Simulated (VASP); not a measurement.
Here is a VASP 6.6.1 calculation.

INCAR

```
SYSTEM = P
ALGO = Normal ; EDIFF = 1E-6
ENCUT = 520 ; GGA = PE
ISIF = 2 ; ISMEAR = 0
LASPH = .TRUE. ; LCHARG = .FALSE.
LREAL = .FALSE. ; LWAVE = .FALSE.
NBANDS = 18 ; NELM = 100
PREC = Accurate ; SIGMA = 0.05
```

Contents of KPOINTS:

```
k-points
0
G
  8 1 6
  0 0 0
```

POSCAR

```
P
1.0
    2.7911685620      0.0000000000      0.0000000000
    0.0000000000     29.6284763415      0.0000000000
    0.0000000000      0.0000000000      4.6320847100
P
4
Direct
    0.0000000000      0.9702614300      0.5921507200
    0.0000000000      0.0297385700      0.4078492800
    0.5000000000      0.0297385700      0.0921507200
    0.5000000000      0.9702614300      0.9078492800
```

Potentials or basis: VASP PAW PBE potentials, release 64 (P).

Command:

```bash
$ cat potpaw_PBE.64/P/POTCAR > POTCAR
$ mpirun -np 1 vasp_std > vasp.out
```

What does it give for the largest force?

4.818 eV/Å.

Estimate the band gap on the k mesh.

0.41 eV (least direct gap 0.65 eV).

Forces on the atoms (eV/Å):
```
P    0.000 -4.765 -0.709
P    0.000  4.765  0.709
P    0.000  4.765 -0.709
P    0.000 -4.765  0.709
```

Caveat: the cell differs from its parent crystal (strain -0.1500 x Voigt [1, 1, 0, 0, 0, 0]); there is no dipole correction, which matters where the two faces differ; semilocal functionals underestimate gaps, and a narrow one can read as zero.
